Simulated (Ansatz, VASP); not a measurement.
**Two plane-wave programs on Mg2NCl**

Contents of INCAR:

```
PREC     = Accurate       # precision mode
ENCUT    = 520            # plane-wave cutoff, eV
EDIFF    = 1E-7           # SCF threshold, eV
ISMEAR   = 0              # smearing method
SIGMA    = 0.05           # smearing width, eV
LREAL    = F              # projectors in reciprocal space
LASPH    = T              # aspherical terms in the spheres
NELM     = 100            # most SCF steps
ALGO     = Normal         # electronic algorithm
ISIF     = 2              # what is computed and relaxed
LWAVE    = F              # write WAVECAR
LCHARG   = F              # write CHGCAR
GGA      = PE             # functional
NBANDS   = 16             # bands
```

Contents of KPOINTS:

```
Automatic mesh
0
Gamma
  12 12 12
```

The input POSCAR:

```
Mg2NCl
1.0
    1.6834183011      0.9719220093      5.8418109902
   -1.6834183011      0.9719220093      5.8418109902
    0.0000000000     -1.9438440186      5.8418109902
Mg N Cl
2 1 1
Direct
    0.2228150000      0.2228150000      0.2228150000
    0.7771850000      0.7771850000      0.7771850000
    0.5000000000      0.5000000000      0.5000000000
    0.0000000000      0.0000000000      0.0000000000
```

Input for Ansatz:

```yaml
crystal:
  lattice:
    - [1.6834183011, 0.9719220093, 5.8418109902]
    - [-1.6834183011, 0.9719220093, 5.8418109902]
    - [0.0, -1.9438440186, 5.8418109902]
  atoms:
    - { symbol: Mg, position: [0.222815, 0.222815, 0.222815] }
    - { symbol: Mg, position: [0.777185, 0.777185, 0.777185] }
    - { symbol: "N", position: [0.5, 0.5, 0.5] }
    - { symbol: Cl, position: [0.0, 0.0, 0.0] }
basis:
  ecutwfc: 420
kpoints:
  mp_grid: { grid: [12, 12, 12] }
hamiltonian:
  xc: pbe
scf:
  occupations: { method: gaussian, width: 0.05 }
output:
  forces: true
  stress: true
  eigenvalues: true
```

Alike in both runs: task single point; functional PBE; k mesh 12 × 12 × 12; occupations gaussian, width 0.05 eV; no spin polarisation.

```csv
,VASP,Ansatz
version,VASP 6.6.1,Ansatz 0.2.0
potentials or method,"VASP PAW PBE potentials, release 64 (Mg, N, Cl), cutoff 520 eV","scalar-relativistic, plane waves, PAW"
valence electrons in the cell,16,32
```

Ansatz gave:

```
gap on the k mesh at the Fermi level (eV)                     : 2.43
least direct gap on the mesh (eV)                             : 2.43
pressure (GPa)                                                : -0.5
traceless stress, the component that is largest in VASP (GPa) : 4.24
rms of the force components (eV/Å)                            : 0.050
```

Problem. Which values does VASP return?

Solution. gap on the k mesh at the Fermi level (eV): 2.40; least direct gap on the mesh (eV): 2.40; pressure (GPa): -0.8; traceless stress, the component that is largest in VASP (GPa): 4.16; rms of the force components (eV/Å): 0.032.

Atom by atom the forces differ by 0.018 eV/Å (rms over components). VASP's potentials hold 16 valence electrons a cell and Ansatz's 32, so a difference there can come from the potentials and not from the codes.
